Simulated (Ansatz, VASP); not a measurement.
# One calculation of Bi, two programs

```xyz
4
Lattice="5.4104 0.0000 0.0000 -2.7052 4.6856 0.0000 0.0000 0.0000 7.1101" Properties=species:S:1:pos:R:3 pbc="T T T"
Bi    0.0000    3.1237    3.2956
Bi    2.7052    1.5619    6.8507
Bi    2.7052    1.5619    3.8145
Bi    0.0000    3.1237    0.2594
```

Alike in both runs: functional r2SCAN; k mesh 9 × 9 × 6; occupations gaussian, width 0.02 eV; no spin polarisation.

Ansatz relaxed the structure, and its values are those at the end. VASP's run is a single point on that final structure, the one shown.

|  | VASP | Ansatz |
| --- | --- | --- |
| version | VASP 6.6.1 | Ansatz 0.2.0 |
| potentials or method | VASP PAW PBE potentials, release 64 (Bi_d), cutoff 520 eV | scalar-relativistic, plane waves, PAW |
| valence electrons in the cell | 60 | 60 |

Ansatz gave:

* gap on the k mesh at the Fermi level (eV): 0.12
* least direct gap on the mesh (eV): 0.42
* pressure (GPa): 0.0
* rms of the force components (eV/Å): 0.002

Question: What did VASP give for the same quantities?

Answer: gap on the k mesh at the Fermi level (eV): 0.12; least direct gap on the mesh (eV): 0.42; pressure (GPa): -0.1; rms of the force components (eV/Å): 0.004.

VASP's potentials were made for PBE, not for r2SCAN.

Neither program's run includes spin-orbit coupling.
